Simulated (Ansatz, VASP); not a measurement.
**One calculation of Te, two programs**

```xyz
1
Lattice="3.2212 0.0000 0.0000 0.0000 3.2212 0.0000 0.0000 0.0000 3.2212" Properties=species:S:1:pos:R:3 pbc="T T T"
Te    0.0000    0.0000    0.0000
```

Change from the starting cell: volume scaled by 1.02.

Alike in both runs: task single point; functional PBE; k mesh 11 × 11 × 11; occupations fermi-dirac, width 0.03 eV; no spin polarisation.

```csv
,VASP,Ansatz
version,VASP 6.6.1,Ansatz 0.2.0
potentials or method,"VASP PAW PBE potentials, release 64 (Te), cutoff 500 eV","all-electron LAPW, scalar-relativistic"
```

|  | VASP | Ansatz | Ansatz less VASP |
| --- | --- | --- | --- |
| pressure (GPa) | -1.0 | -0.9 | +0.06 |

Ansatz ran all-electron here, and VASP with PAW potentials.

Neither program's run includes spin-orbit coupling.
